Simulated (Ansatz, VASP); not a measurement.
## One calculation of SnO, two programs

File INCAR:

```
ALGO = Normal ; EDIFF = 1E-6
ENCUT = 520 ; GGA = PE
ISIF = 2 ; ISMEAR = 0
LASPH = True ; LCHARG = True
LELF = True ; LREAL = False
LVHAR = True ; LWAVE = False
NBANDS = 28 ; NELM = 100
PREC = Accurate ; SIGMA = 0.05
```

Contents of KPOINTS:

```
k-points
0
Gamma
  10 10 8
```

Contents of POSCAR:

```
SnO
1.0
    3.8681707514      0.0000000000      0.0000000000
    0.0000000000      3.8681707514      0.0000000000
    0.0000000000      0.0000000000      4.9152585912
Sn O
2 2
Direct
    0.0000000000      0.5000000000      0.2287361932
    0.5000000000      0.0000000000      0.7712638068
    0.0000000000      0.0000000000      0.0000000000
    0.5000000000      0.5000000000      0.0000000000
```

Input for Ansatz:

```yaml
crystal:
  lattice:
    - [3.8681707514, 0.0, 0.0]
    - [0.0, 3.8681707514, 0.0]
    - [0.0, 0.0, 4.9152585912]
  atoms:
    - { symbol: Sn, position: [0.0, 0.5, 0.2287361932] }
    - { symbol: Sn, position: [0.5, 0.0, 0.7712638068] }
    - { symbol: O, position: [0.0, 0.0, 0.0] }
    - { symbol: O, position: [0.5, 0.5, 0.0] }
basis:
  ecutwfc: 420
kpoints:
  mp_grid: { grid: [10, 10, 8] }
hamiltonian:
  xc: pbe
scf:
  occupations: { method: gaussian, width: 0.05 }
output:
  forces: true
  stress: true
  eigenvalues: true
```

Change from the starting cell: strain +0.000 along x and y, -0.030 along z, atoms carried along.

Alike in both runs: task single point; functional PBE; k mesh 10 × 10 × 8; occupations gaussian, width 0.05 eV; no spin polarisation.

```csv
,VASP,Ansatz
version,VASP 6.6.1,Ansatz 0.2.0
potentials or method,"VASP PAW PBE potentials, release 64 (Sn_d, O), cutoff 520 eV","scalar-relativistic, plane waves, PAW"
valence electrons in the cell,40,40
```

|  | VASP | Ansatz | Ansatz less VASP |
| --- | --- | --- | --- |
| gap on the k mesh at the Fermi level (eV) | 0.50 | 0.49 | -0.006 |
| least direct gap on the mesh (eV) | 1.92 | 1.95 | +0.034 |
| pressure (GPa) | 2.4 | 2.2 | -0.22 |
| traceless stress, the component that is largest in VASP (GPa) | 0.82 | 0.82 | -0.003 |
| rms of the force components (eV/Å) | 0.252 | 0.218 | -0.0341 |

Atom by atom the forces differ by 0.034 eV/Å (rms over components).
